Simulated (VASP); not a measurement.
# AlN (rvv) (P6_3mc) in VASP: further runs

AlN (rvv) is run at these levels: r2SCAN+rVV10; tasks: single point, relaxation of shape and atoms at fixed volume.

All numbers are computed with VASP 6.6.1; they aren't measurements. Logs are shortened: lines on timing, memory, paths and dates and some standing lists are left out, and cuts for length are marked.

## 1. The cell of the first run

The structure is hexagonal, space group P6_3mc (No. 186). Conventional cell: a = 3.045 Å, b = 3.045 Å, c = 4.855 Å, α = 90.00°, β = 90.00°, γ = 120.00°. Within 2.5 Å of Al (site symmetry 3m) lie 4 N at 1.85 to 1.86 Å. N (site symmetry 3m) has 4 Al at 1.85 to 1.86 Å within 2.5 Å.

## 2. Single point, r2SCAN+rVV10 (volume scaled by 0.94, then relaxed in part)

POSCAR reads:

```
AlN
1.0
    3.0448897663      0.0000000000      0.0000000000
   -1.5224448832      2.6369518894      0.0000000000
    0.0000000000      0.0000000000      4.8548817244
Al N
2 2
Direct
    0.3333333333      0.6666666667     -0.0015428725
    0.6666666667      0.3333333333      0.4984571275
    0.3333333333      0.6666666667      0.3815428725
    0.6666666667      0.3333333333      0.8815428725
```

INCAR.step1 reads:

```
SYSTEM = AlN
ALGO = Normal ; EDIFF = 1E-4
ENCUT = 520 ; GGA = PE
ISMEAR = 0 ; LASPH = .True.
LCHARG = .False. ; LREAL = .False.
LWAVE = .True. ; NBANDS = 16
NELM = 100 ; PREC = Accurate
SIGMA = 0.02
```

INCAR.step2 reads:

```
SYSTEM = AlN
ALGO = Normal ; BPARAM = 11.95
CPARAM = 0.0093 ; EDIFF = 1E-6
ENCUT = 520 ; ISIF = 2
ISMEAR = 0 ; ISTART = 1
IVDW_NL = 2 ; LASPH = .True.
LCHARG = .True. ; LELF = .True.
LMIXTAU = .True. ; LREAL = .False.
LUSE_VDW = .True. ; LVHAR = .True.
LWAVE = .False. ; METAGGA = R2SCAN
NBANDS = 16 ; NELM = 100
PREC = Accurate ; SIGMA = 0.02
```

KPOINTS reads:

```
k-points
0
Gamma
  9 9 6
  0 0 0
```

Potentials or basis: VASP PAW PBE potentials, release 64 (Al, N).

The run is started by

```
cat potpaw_PBE.64/Al/POTCAR potpaw_PBE.64/N/POTCAR > POTCAR
cp INCAR.step1 INCAR
mpirun -np 1 vasp_std > vasp.out
cp INCAR.step2 INCAR
mpirun -np 1 vasp_std > vasp.out
```

OUTCAR:

```text
SYSTEM = AlN
   BPARAM = 11.95
   EDIFF = 1E-6
   ENCUT = 520
   ISIF = 2
   ISMEAR = 0
   ISTART = 1
   IVDW_NL = 2
   LASPH = .True.
   LREAL = .False.
   METAGGA = R2SCAN
   NELM = 100
   PREC = Accurate

 ion  position               nearest neighbor table
   1  0.333  0.667  0.998-   4 1.85   4 1.85   4 1.85   3 1.86   2 3.00   2 3.00   2 3.00   2 3.00
                             2 3.00   2 3.00
   2  0.667  0.333  0.498-   3 1.85   3 1.85   3 1.85   4 1.86   1 3.00   1 3.00   1 3.00   1 3.00
                             1 3.00   1 3.00
   3  0.333  0.667  0.382-   2 1.85   2 1.85   2 1.85   1 1.86
   4  0.667  0.333  0.882-   1 1.85   1 1.85   1 1.85   2 1.86

  LATTYP: Found a hexagonal cell.
 ALAT       =     3.0448897663
 C/A-ratio  =     1.5944359557

  Lattice vectors:

 A1 = (   3.0448897663,   0.0000000000,   0.0000000000)
 A2 = (  -1.5224448832,   2.6369518894,   0.0000000000)
 A3 = (   0.0000000000,   0.0000000000,   4.8548817244)

Analysis of symmetry for initial positions (statically):
=====================================================================
 Subroutine PRICEL returns:
 Original cell was already a primitive cell.

 Routine SETGRP: Setting up the symmetry group for a
 hexagonal supercell.

 Subroutine GETGRP returns: Found 12 space group operations
 (whereof  6 operations were pure point group operations)
 out of a pool of 24 trial point group operations.

The static configuration has the point symmetry C_3v.
 The point group associated with its full space group is C_6v.

Analysis of symmetry for dynamics (positions and initial velocities):
=====================================================================
 Subroutine PRICEL returns:
 Original cell was already a primitive cell.

 Routine SETGRP: Setting up the symmetry group for a
 hexagonal supercell.

 Subroutine GETGRP returns: Found 12 space group operations
 (whereof  6 operations were pure point group operations)
 out of a pool of 24 trial point group operations.

The dynamic configuration has the point symmetry C_3v.
 The point group associated with its full space group is C_6v.

 Subroutine INISYM returns: Found 12 space group operations
 (whereof  6 operations are pure point group operations),
 and found     1 'primitive' translations

----------------------------------------------------------------------------------------

                                     Primitive cell

  volume of cell :      38.9810

  direct lattice vectors                    reciprocal lattice vectors
     3.044889766  0.000000000  0.000000000     0.328419114  0.189612864  0.000000000
    -1.522444883  2.636951889  0.000000000     0.000000000  0.379225728  0.000000000
     0.000000000  0.000000000  4.854881724     0.000000000  0.000000000  0.205978241

  length of vectors
     3.044889766  3.044889766  4.854881724     0.379225728  0.379225728  0.205978241

  position of ions in fractional coordinates (direct lattice)
     0.333333333  0.666666667  0.998457127
     0.666666667  0.333333333  0.498457127
     0.333333333  0.666666667  0.381542872
     0.666666667  0.333333333  0.881542872

  ion indices of the primitive-cell ions
   primitive index   ion index
                 1           1
                 2           2
                 3           3
                 4           4

----------------------------------------------------------------------------------------

 KPOINTS: k-points

Automatic generation of k-mesh.
 Grid dimensions read from file:
 generate k-points for:    9    9    6

 Generating k-lattice:

  Cartesian coordinates                     Fractional coordinates (reciprocal lattice)
     0.036491013  0.021068096  0.000000000     0.111111111  0.000000000  0.000000000
     0.000000000  0.042136192  0.000000000     0.000000000  0.111111111  0.000000000
     0.000000000  0.000000000  0.034329707     0.000000000  0.000000000  0.166666667

  Length of vectors
     0.042136192  0.042136192  0.034329707

  Shift w.r.t. Gamma in fractional coordinates (k-lattice)
     0.000000000  0.000000000  0.000000000

 Subroutine IBZKPT returns following result:
 ===========================================

 Found     48 irreducible k-points:

 Following reciprocal coordinates:
            Coordinates               Weight
  0.000000  0.000000  0.000000      1.000000
  0.111111  0.000000  0.000000      6.000000
  0.222222  0.000000  0.000000      6.000000
  0.333333  0.000000  0.000000      6.000000
  0.444444  0.000000  0.000000      6.000000
  0.111111  0.111111  0.000000      6.000000
[... 16 lines left out ...]
  0.333333  0.222222  0.166667     24.000000
  0.333333  0.333333  0.166667      4.000000
 [... further k-points ...]
   k-points           NKPTS =     48   k-points in BZ     NKDIM =     48   number of bands    NBANDS=     16
   number of dos      NEDOS =    301   number of ions     NIONS =      4
   total plane-waves  NPLWV =  20736
   dimension x,y,z NGX =    24 NGY =   24 NGZ =   36
   dimension x,y,z NGXF=    48 NGYF=   48 NGZF=   72
   ions per type =               2   2
   NGX,Y,Z   is equivalent  to a cutoff of  13.10, 13.10, 12.33 a.u.
   NGXF,Y,Z  is equivalent  to a cutoff of  26.21, 26.21, 24.65 a.u.
 SYSTEM =  AlN
   PREC   = accura    normal or accurate (medium, high low for compatibility)
   ISTART =      1    job   : 0-new  1-cont  2-samecut
   ICHARG =      0    charge: 1-file 2-atom 10-const
   ISPIN  =      1    spin polarized calculation?
   LNONCOLLINEAR =      F non collinear calculations
   LSORBIT =      F    spin-orbit coupling
   LASPH  =      T    aspherical Exc in radial PAW
   ENCUT  =  520.0 eV  38.22 Ry    6.18 a.u.   5.66  5.66  9.03*2*pi/ulx,y,z
   NELM   =    100;   NELMIN=  2; NELMDL=  0     # of ELM steps
   EDIFF  = 0.1E-05   stopping-criterion for ELM
   LREAL  =      F    real-space projection
   EDIFFG = 0.1E-04   stopping-criterion for IOM
   NSW    =      0    number of steps for IOM
   IBRION =     -1    ionic relax: 0-MD 1-quasi-New 2-CG
   NFREE  =      0    steps in history (QN), initial steepest desc. (CG)
   ISIF   =      2    stress and relaxation
   ISYM   =      2    0-nonsym 1-usesym 2-fastsym
   POTIM  = 0.5000    time-step for ionic-motion
   TEBEG  =    0.0;   TEEND  =   0.0 temperature during run
   PSTRESS=    0.0 pullay stress
   NELECT =      16.0000    total number of electrons
   NUPDOWN=      -1.0000    fix difference up-down
   EMIN   =  10.00;   EMAX   =-10.00  energy-range for DOS
   EFERMI =   0.00;   METHOD = LEGACY
   ISMEAR =     0;   SIGMA  =   0.02  broadening in eV -4-tet -1-fermi 0-gaus
   EFERMI_NEDOS =   21; number of points for ismear=-14 and -15
   IALGO  =     38    algorithm
   IMIX   =      4    mixing-type and parameters
     AMIX     =   0.40;   BMIX     =  1.00
     AMIX_MAG =   1.60;   BMIX_MAG =  1.00
  volume/ion in A,a.u.               =       9.75        65.76
  Fermi-wavevector in a.u.,A,eV,Ry     =   1.216645  2.299126 20.139697  1.480226
  Thomas-Fermi vector in A             =   2.351992
   LORBIT       =      0    0 simple, 1 ext, 2 COOP (PROOUT), +10 PAW based schemes
   METAGGA = R2SCAN    functional components
   LHFCALC =     F    Hartree Fock is set to
   AEXX    =    0.0000 exact exchange contribution
   IVDW_NL    =     2    kernel type
   BPARAM     =11.9500
   IVDW    =     0    specifies the selected vdW correction
   LEPSILON=     F    determine dielectric tensor
   LRPA    =     F    only Hartree local field effects (RPA)
 non-spin polarized calculation
 Gauss-broadening in eV      SIGMA  =   0.02
  energy-cutoff  :      520.00
  volume of cell :       38.98
 maximum number of plane-waves:      1087
 NGX is ok and might be reduce to    24
   NGX = 11   NGY = 11   NGZ = 19

 number of electron      16.0000000 magnetization

 Free energy of the ion-electron system (eV)
  ---------------------------------------------------
  ext. energy  EPLUGINS =         0.00000000
  ---------------------------------------------------
  free energy    TOTEN  =       -37.97615407 eV

  energy without entropy =      -37.97615407  energy(sigma->0) =      -37.97615407

 E-fermi :   6.7792     XC(G=0): -11.7554

 val. band max:        6.5955932335   @ k =   0.0000   0.0000   0.0000
 cond. band min:      12.0533136209   @ k =   0.0000   0.0000   0.0000
 fundamental gap:      5.4577203875
 Fermi energy:         6.7791819487

 k-point     1 :       0.0000    0.0000    0.0000
  band No.  band energies     occupation
      1      -9.8446      2.00000
      2      -7.4844      2.00000
      3       0.1780      2.00000
      4       5.6038      2.00000
      5       5.6038      2.00000
      6       6.2942      2.00000
[... 8 lines left out ...]
     15      21.2782      0.00000
     16      21.3907      0.00000

 k-point     2 :       0.1111    0.0000    0.0000
  band No.  band energies     occupation
      1      -9.6744      2.00000
      2      -7.3899      2.00000
      3       0.3783      2.00000
      4       4.8788      2.00000
      5       5.3904      2.00000
      6       5.6304      2.00000
[... 8 lines left out ...]
     15      21.0451      0.00000
     16      21.1706      0.00000

 k-point     3 :       0.2222    0.0000    0.0000
  band No.  band energies     occupation
      1      -9.1916      2.00000
      2      -7.1546      2.00000
      3       0.9593      2.00000
      4       3.3055      2.00000
      5       4.3294      2.00000
      6       4.9556      2.00000
[... 8 lines left out ...]
     15      20.4743      0.00000
     16      20.8972      0.00000

 k-point     4 :       0.3333    0.0000    0.0000
  band No.  band energies     occupation
      1      -8.4962      2.00000
      2      -6.9305      2.00000
      3       1.7662      2.00000
      4       1.8689      2.00000
      5       3.0737      2.00000
      6       4.5527      2.00000
[... 8 lines left out ...]
     15      20.4651      0.00000
     16      22.6795      0.00000
[... 324 lines left out ...]
 k-point    22 :       0.2222    0.2222    0.1667
  band No.  band energies     occupation
      1      -8.0530      2.00000
      2      -6.9499      2.00000
      3       1.6970      2.00000
      4       1.9131      2.00000
      5       3.3063      2.00000
      6       3.7572      2.00000
[... 8 lines left out ...]
     15      20.5483      0.00000
     16      23.3999      0.00000

 k-point    23 :       0.3333    0.2222    0.1667
  band No.  band energies     occupation
      1      -7.4885      2.00000
      2      -6.9456      2.00000
      3       1.2226      2.00000
      4       2.0092      2.00000
      5       2.8484      2.00000
      6       3.9322      2.00000
[... 8 lines left out ...]
     15      20.8796      0.00000
     16      23.3510      0.00000

 k-point    24 :       0.3333    0.3333    0.1667
  band No.  band energies     occupation
      1      -7.1156      2.00000
      2      -7.1156      2.00000
      3       1.4594      2.00000
      4       2.2068      2.00000
      5       2.2068      2.00000
      6       3.6287      2.00000
[... 8 lines left out ...]
     15      20.9970      0.00000
     16      23.7139      0.00000

 [... further k-points ...]
[... 5 lines left out ...]
  --------------------------------------------------------------------------------------
  -------------------------------------------------------------------------------------
  Total        3.5195518      3.5195518      3.5244198     -0.0000000      0.0000000      0.0000000
  in kB      144.6590187    144.6590187    144.8590983     -0.0000000      0.0000000      0.0000000
  external PRESSURE =     144.7257119 kB  Pullay stress =       0.0000000 kB

 VOLUME and BASIS-vectors are now :
 -----------------------------------------------------------------------------
  energy-cutoff  :      520.00
  volume of cell :       38.98
      direct lattice vectors                 reciprocal lattice vectors
     3.044889766  0.000000000  0.000000000     0.328419114  0.189612864  0.000000000
    -1.522444883  2.636951889  0.000000000     0.000000000  0.379225728  0.000000000
     0.000000000  0.000000000  4.854881724     0.000000000  0.000000000  0.205978241

 POSITION                                       TOTAL-FORCE (eV/Angst)
 -----------------------------------------------------------------------------------
     -0.00000      1.75797      4.84739         0.000000     -0.000000     -0.001942
      1.52244      0.87898      2.41995         0.000000      0.000000     -0.001942
     -0.00000      1.75797      1.85235        -0.000000     -0.000000      0.001942
      1.52244      0.87898      4.27979        -0.000000     -0.000000      0.001942
 -----------------------------------------------------------------------------------
    total drift:                               -0.000000      0.000000     -0.029496

  FREE ENERGIE OF THE ION-ELECTRON SYSTEM (eV)
  ---------------------------------------------------
  free  energy   TOTEN  =       -37.9761540697 eV

  energy  without entropy=      -37.9761540697  energy(sigma->0) =      -37.97615407
```

It took 1.7 min on 1 thread of Intel Xeon Platinum 8375C at 2.90GHz (Ice Lake), shared host; peak memory 0.26 GiB.

Results:

| Item | Value |
| --- | --- |
| Free energy | -37.9762 eV |
| Pressure | 14.5 GPa |
| Band gap on the k mesh | 5.46 eV, direct |

Caveat: the PAW data sets were made with another functional, which shifts forces and pressure a little.

(Continued in part 2 of 2.)
